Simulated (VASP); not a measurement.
A run of VASP 6.6.1 is set up as follows.

INCAR

```
SYSTEM = GaB
PREC = Accurate ; ENCUT = 520
EDIFF = 1E-6 ; ISMEAR = -1
SIGMA = 0.05 ; LREAL = .FALSE.
LASPH = .TRUE. ; NELM = 60
ALGO = Normal ; ISIF = 2
LWAVE = .FALSE. ; LCHARG = .FALSE.
GGA = PE ; NBANDS = 15
```

Contents of KPOINTS:

```
Automatic mesh
0
G
  8 8 7
  0 0 0
```

The input POSCAR:

```
GaB
1.0
    2.7182400000      0.0000000000      0.0000000000
    0.0000000000      2.7182400000      0.0000000000
    0.0000000000      0.0000000000      3.2685721000
Ga B
1 1
Direct
    0.5000000000      0.5000000000      0.5000000000
    0.0000000000      0.0000000000      0.0000000000
```

Potentials or basis: VASP PAW PBE potentials, release 64 (Ga_d, B).

Run with:

```console
$ cat potpaw_PBE.64/Ga_d/POTCAR potpaw_PBE.64/B/POTCAR > POTCAR
$ mpirun -np 1 vasp_std > vasp.out
```

**Question.** Predict the band gap on the k mesh.

**Answer.** Zero (bands 8 and 9 overlap by 7.80 eV).

**Question.** Predict the pressure.

**Answer.** -0.6 GPa.

Stress tensor (GPa, compression positive):
```
-1.03  0.00  0.00
 0.00 -1.03  0.00
 0.00  0.00  0.27
```
